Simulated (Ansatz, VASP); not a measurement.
## Ge in VASP and in Ansatz

```
Ge
1.0
     3.97524    0.00000    0.00000
     0.00000    3.97524    0.00000
     0.00000    0.00000   23.02730
Ge
6
Direct
  0.75000 0.00000 0.34666
  0.25000 0.00000 0.40779
  0.25000 0.50000 0.46931
  0.75000 0.50000 0.53069
  0.75000 0.00000 0.59221
  0.25000 0.00000 0.65334
```

Alike in both runs: task single point; functional LDA; k mesh 8 × 8 × 1; occupations fermi-dirac, width 0.02 eV; no spin polarisation.

|  | VASP | Ansatz |
| --- | --- | --- |
| version | VASP 6.6.1 | Ansatz 0.2.0 |
| potentials or method | VASP PAW LDA potentials, release 64 (Ge_d) | PAW with Ansatz's default frozen-core files, scalar-relativistic |
| plane-wave cutoff (eV) | 520 | 420 |
| valence electrons in the cell | 84 | 84 |

|  | VASP | Ansatz | Ansatz less VASP |
| --- | --- | --- | --- |
| rms of the force components (eV/Å) | 0.005 | 0.002 | -0.0023 |

LDA's correlation is that of Perdew and Zunger in VASP and of Perdew and Wang (1992) in Ansatz. Atom by atom the forces differ by 0.006 eV/Å (rms over components).
